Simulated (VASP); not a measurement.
Write the native input for VASP 6.6.1 that does the following.

```yaml
Task: single point
Functional: PBE
Potentials_or_basis: VASP PAW PBE potentials, release 64 (Mg_sv, Cd_sv_GW, O)
Cutoff: 840 eV
k_mesh: 6 × 6 × 2
Occupations: gaussian, width 0.1 eV
Spin: no spin polarisation
Dipole_correction: no
Further_INCAR_settings: ALGO = Normal; EDIFF = 1e-06; NBANDS = 43
```

The structure of MgCd2O3 lies in POSCAR:

```
MgCd2O3
1.0
    3.2374909446     -0.0000000027      0.0000000000
   -1.6187454700      2.8037494038      0.0000000000
    0.0000000000      0.0000000000      8.0897815657
Mg Cd O
1 2 3
Direct
    0.0000000000      0.0000000000      0.0000000000
    0.3333333333      0.6666666667      0.3231969991
    0.6666666667      0.3333333333      0.6768030009
    0.3333333333      0.6666666667      0.8585356029
    0.6666666667      0.3333333333      0.1414643971
    0.0000000000      0.0000000000      0.5000000000
```

One way to write it, as run:

INCAR

```
SYSTEM = MgCd2O3
ALGO = Normal ; EDIFF = 1E-6
ENCUT = 840 ; GGA = PE
GGA_COMPAT = .False. ; ISIF = 2
ISMEAR = 0 ; LASPH = .True.
LCHARG = .False. ; LREAL = .False.
LWAVE = .False. ; NBANDS = 43
NELM = 120 ; PREC = Accurate
SIGMA = 0.1
```

KPOINTS

```
k-points
0
Gamma
  6 6 2
  0 0 0
```

Potentials or basis: VASP PAW PBE potentials, release 64 (Mg_sv, Cd_sv_GW, O).

Command:

```bash
$ cat potpaw_PBE.64/Mg_sv/POTCAR potpaw_PBE.64/Cd_sv_GW/POTCAR potpaw_PBE.64/O/POTCAR > POTCAR
$ mpirun -np 1 vasp_std > vasp.out
```

It gave:

```
Pressure               : -0.1 GPa
Largest force          : 0.008 eV/Å
Band gap on the k mesh : 0.60 eV
```

Caveat: semilocal functionals underestimate gaps, and a narrow one can read as zero.

Run time: 71 s on 1 thread of Intel(R) Xeon(R) 6975P-C (Granite Rapids), on a shared host, peak memory 0.32 GiB.
